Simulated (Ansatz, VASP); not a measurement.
# Ge: VASP beside Ansatz

The input INCAR:

```
SYSTEM = Ge
PREC = Accurate ; ENCUT = 520
EDIFF = 1E-6 ; ISMEAR = 0
SIGMA = 0.15 ; LREAL = .False.
LASPH = .True. ; NELM = 60
ALGO = Normal ; ISIF = 2
LWAVE = .False. ; LCHARG = .True.
GGA = PE ; LELF = .True.
LVHAR = .True. ; NBANDS = 21
```

Contents of KPOINTS:

```
Automatic mesh
0
Gamma
  14 14 14
  0 0 0
```

File POSCAR:

```
Ge
1.0
   -0.0864160431      2.8805347716      2.9093401193
    2.8805347716     -0.0864160431      2.9093401193
    2.7941187285      2.7941187285      0.0000000000
Ge
2
Direct
    0.5000000000      0.5000000000      0.5000000000
    0.7500000000      0.7500000000      0.7500000000
```

Input for Ansatz:

```yaml
crystal:
  lattice:
    - [-0.0864160431, 2.8805347716, 2.9093401193]
    - [2.8805347716, -0.0864160431, 2.9093401193]
    - [2.7941187285, 2.7941187285, 0.0]
  atoms:
    - { symbol: Ge, position: [0.5, 0.5, 0.5] }
    - { symbol: Ge, position: [0.75, 0.75, 0.75] }
basis:
  ecutwfc: 420
kpoints:
  mp_grid: { grid: [14, 14, 14] }
hamiltonian:
  xc: pbe
scf:
  occupations: { method: gaussian, width: 0.15 }
output:
  forces: true
  stress: true
  eigenvalues: true
```

Change from the starting cell: engineering shear strain xy -0.0600, normal strain along z +0.0100.

Alike in both runs: task single point; functional PBE; k mesh 14 × 14 × 14; occupations gaussian, width 0.15 eV; no spin polarisation.

```csv
,VASP,Ansatz
version,VASP 6.6.1,Ansatz 0.2.0
potentials or method,"VASP PAW PBE potentials, release 64 (Ge_d), cutoff 520 eV","scalar-relativistic, plane waves, PAW"
valence electrons in the cell,28,28
```

```tsv
	VASP	Ansatz	Ansatz less VASP
gap on the k mesh at the Fermi level (eV)	none	none	-
pressure (GPa)	-0.2	-0.2	+0.04
traceless stress, the component that is largest in VASP (GPa)	4.21	4.23	+0.011
rms of the force components (eV/Å)	0.248	0.249	+0.0014
```

Atom by atom the forces differ by 0.001 eV/Å (rms over components). A gap of «none» marks a metal or a gap that the smearing closes. The functional is the same, so the differences come from potentials, cutoffs and numerics.
